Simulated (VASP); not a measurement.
# Si2As (Fmm2) in VASP: single point with PBE

Aim: the single point of Si2As with PBE.

Program: VASP 6.6.1. These are calculated values, not measurements. Logs are shortened: lines on timing, memory, paths and dates and some standing lists are left out, and cuts for length are marked.

## Step 1: The cell of the first run

It takes space group Fmm2 (No. 42, orthorhombic). Conventional cell: a = 5.125 Å, b = 8.511 Å, c = 5.060 Å, α = 90.00°, β = 90.00°, γ = 90.00°. Within 3.3 Å of Si (site symmetry 2) lie 4 Si at 2.53 to 2.56 Å and 4 As at 2.73 to 2.85 Å. As (site symmetry mm2) has 8 Si at 2.73 to 2.85 Å within 3.6 Å.

## Step 2: Single point, PBE

Contents of INCAR:

```
PREC = Accurate
ENCUT = 500
EDIFF = 1E-6
ISMEAR = 0
SIGMA = 0.2
LREAL = F
LASPH = T
NELM = 120
ALGO = Normal
ISIF = 2
LWAVE = F
LCHARG = T
GGA = PE
LELF = T
LVHAR = T
NBANDS = 14
GGA_COMPAT = F
```

Contents of KPOINTS:

```
Automatic mesh
0
Gamma
  5 5 5
```

Contents of POSCAR:

```
Si2As
1.0
    0.0000000000      4.2555144135      2.5298336219
    2.5625231181      0.0000000000      2.5298336219
    2.5625231181      4.2555144135      0.0000000000
Si As
2 1
Direct
    0.7363374893      0.7363374893      0.7636625107
    0.2363374893      0.2363374893      0.2636625107
   -0.0380532586     -0.0380532586      1.0380532586
```

Potentials or basis: VASP PAW PBE potentials, release 64 (Si, As).

Started as:

```
> cat potpaw_PBE.64/Si/POTCAR potpaw_PBE.64/As/POTCAR > POTCAR
> mpirun -np 1 vasp_std > vasp.out
```

OUTCAR:

```text
PREC = Accurate
   ENCUT = 500
   EDIFF = 1E-6
   ISMEAR = 0
   LREAL = F
   LASPH = T
   NELM = 120
   ISIF = 2
   GGA = PE

 ion  position               nearest neighbor table
   1  0.736  0.736  0.764-   2 2.53   2 2.53   2 2.56   2 2.56   3 2.73   3 2.73   3 2.85   3 2.85

   2  0.236  0.236  0.264-   1 2.53   1 2.53   1 2.56   1 2.56   3 2.73   3 2.73   3 2.85   3 2.85

   3  0.962  0.962  0.038-   1 2.73   1 2.73   2 2.73   2 2.73   2 2.85   2 2.85   1 2.85   1 2.85

  LATTYP: Found a face centered orthorhombic cell.
 ALAT       =     5.0596672438
 B/A-ratio  =     1.0129215992
 C/A-ratio  =     1.6821321278

  Lattice vectors:

 A1 = (   2.5625231181,   4.2555144135,   0.0000000000)
 A2 = (   0.0000000000,   4.2555144135,   2.5298336219)
 A3 = (   2.5625231181,   0.0000000000,   2.5298336219)

Analysis of symmetry for initial positions (statically):
=====================================================================
 Subroutine PRICEL returns:
 Original cell was already a primitive cell.

 Routine SETGRP: Setting up the symmetry group for a
 face centered orthorhombic supercell.

 Subroutine GETGRP returns: Found  4 space group operations
 (whereof  4 operations were pure point group operations)
 out of a pool of  8 trial point group operations.

The static configuration has the point symmetry C_2v.

Analysis of symmetry for dynamics (positions and initial velocities):
=====================================================================
 Subroutine PRICEL returns:
 Original cell was already a primitive cell.

 Routine SETGRP: Setting up the symmetry group for a
 face centered orthorhombic supercell.

 Subroutine GETGRP returns: Found  4 space group operations
 (whereof  4 operations were pure point group operations)
 out of a pool of  8 trial point group operations.

The dynamic configuration has the point symmetry C_2v.

 Subroutine INISYM returns: Found  4 space group operations
 (whereof  4 operations are pure point group operations),
 and found     1 'primitive' translations

----------------------------------------------------------------------------------------

                                     Primitive cell

  volume of cell :      55.1749

  direct lattice vectors                    reciprocal lattice vectors
     0.000000000  4.255514414  2.529833622    -0.195120191  0.117494609  0.197641456
     2.562523118  0.000000000  2.529833622     0.195120191 -0.117494609  0.197641456
     2.562523118  4.255514414  0.000000000     0.195120191  0.117494609 -0.197641456
[... 92 lines left out ...]
   ISIF   =      2    stress and relaxation
   ISYM   =      2    0-nonsym 1-usesym 2-fastsym
   POTIM  = 0.5000    time-step for ionic-motion
   TEBEG  =    0.0;   TEEND  =   0.0 temperature during run
   PSTRESS=    0.0 pullay stress
   NELECT =      13.0000    total number of electrons
   NUPDOWN=      -1.0000    fix difference up-down
   EMIN   =  10.00;   EMAX   =-10.00  energy-range for DOS
   EFERMI =   0.00;   METHOD = LEGACY
   ISMEAR =     0;   SIGMA  =   0.20  broadening in eV -4-tet -1-fermi 0-gaus
   EFERMI_NEDOS =   21; number of points for ismear=-14 and -15
   IALGO  =     38    algorithm
   IMIX   =      4    mixing-type and parameters
     AMIX     =   0.40;   BMIX     =  1.00
     AMIX_MAG =   1.60;   BMIX_MAG =  1.00
  volume/ion in A,a.u.               =      18.39       124.11
  Fermi-wavevector in a.u.,A,eV,Ry     =   1.011134  1.910766 13.910485  1.022392
  Thomas-Fermi vector in A             =   2.144165
   LORBIT       =      0    0 simple, 1 ext, 2 COOP (PROOUT), +10 PAW based schemes
   GGA     = PE    functional components
   LHFCALC =     F    Hartree Fock is set to
   AEXX    =    0.0000 exact exchange contribution
   IVDW    =     0    specifies the selected vdW correction
   LEPSILON=     F    determine dielectric tensor
   LRPA    =     F    only Hartree local field effects (RPA)
 non-spin polarized calculation
 Gauss-broadening in eV      SIGMA  =   0.20
  energy-cutoff  :      500.00
  volume of cell :       55.17
 maximum number of plane-waves:      1424
   NGX = 17   NGY = 13   NGZ = 19

 number of electron      13.0000000 magnetization

 Free energy of the ion-electron system (eV)
  ---------------------------------------------------
  ext. energy  EPLUGINS =         0.00000000
  ---------------------------------------------------
  free energy    TOTEN  =       -14.08981395 eV

  energy without entropy =      -14.05753921  energy(sigma->0) =      -14.07367658

 E-fermi :   6.9897     XC(G=0): -10.2359

 val. band max:        6.9218568608   @ k =   0.2000  -0.0000  -0.0000
 cond. band min:       7.0340780485   @ k =  -0.4000   0.2000  -0.0000
 fundamental gap:      0.1122211877
 Fermi energy:         6.9896736838

 k-point     1 :       0.0000    0.0000    0.0000
  band No.  band energies     occupation
      1      -7.0825      2.00000
      2      -0.3340      2.00000
      3       1.3119      2.00000
      4       4.8912      2.00000
      5       5.0696      2.00000
      6       6.0920      2.00000
      7       6.3869      1.99998
      8       6.4643      1.99980
      9       8.4846      0.00000
     10       8.9492      0.00000
     11      11.3341      0.00000
     12      14.6663      0.00000
     13      14.9894      0.00000
     14      15.5114      0.00000
[... 377 lines left out ...]
      1      -5.1953      2.00000
      2      -3.6608      2.00000
      3       0.9919      2.00000
      4       2.1664      2.00000
      5       5.9127      2.00000
      6       7.4300      0.00185
      7       8.4766      0.00000
      8       9.0066      0.00000
      9       9.6221      0.00000
     10      10.2177      0.00000
     11      10.4231      0.00000
     12      12.2392      0.00000
     13      14.5833      0.00000
     14      15.5507      0.00000

 [... further k-points ...]
[... 5 lines left out ...]
  --------------------------------------------------------------------------------------
  -------------------------------------------------------------------------------------
  Total       -0.2638803     -0.1837176      0.1605116      0.0000000      0.0000000      0.0000000
  in kB       -7.6625920     -5.3348185      4.6609585      0.0000000      0.0000000      0.0000000
  external PRESSURE =      -2.7788173 kB  Pullay stress =       0.0000000 kB

 VOLUME and BASIS-vectors are now :
 -----------------------------------------------------------------------------
  energy-cutoff  :      500.00
  volume of cell :       55.17
      direct lattice vectors                 reciprocal lattice vectors
     0.000000000  4.255514414  2.529833622    -0.195120191  0.117494609  0.197641456
     2.562523118  0.000000000  2.529833622     0.195120191 -0.117494609  0.197641456
     2.562523118  4.255514414  0.000000000     0.195120191  0.117494609 -0.197641456

 POSITION                                       TOTAL-FORCE (eV/Angst)
 -----------------------------------------------------------------------------------
      3.84378      6.38327      3.72562         0.000000      0.000000      0.007528
      1.28126      2.12776      1.19579         0.000000      0.000000      0.007528
      2.56252      4.25551      4.86713         0.000000      0.000000     -0.015057
 -----------------------------------------------------------------------------------
    total drift:                                0.000000      0.000000     -0.000040

  FREE ENERGIE OF THE ION-ELECTRON SYSTEM (eV)
  ---------------------------------------------------
  free  energy   TOTEN  =       -14.0898139509 eV

  energy  without entropy=      -14.0575392083  energy(sigma->0) =      -14.07367658
```

Wall time 8.9 s (1 thread of Intel Xeon 6975P-C (Granite Rapids), shared host); peak memory 0.18 GiB.

What came out:

```yaml
Free_energy: -14.0898 eV
Pressure: -0.3 GPa
Largest_force: 0.015 eV/Å
```

Forces in eV/Å, atoms in the order of the input:
```
Si   0.000  0.000  0.008
Si   0.000  0.000  0.008
As   0.000  0.000 -0.015
```

Caveat: the k points lie up to 0.38 Å⁻¹ apart.
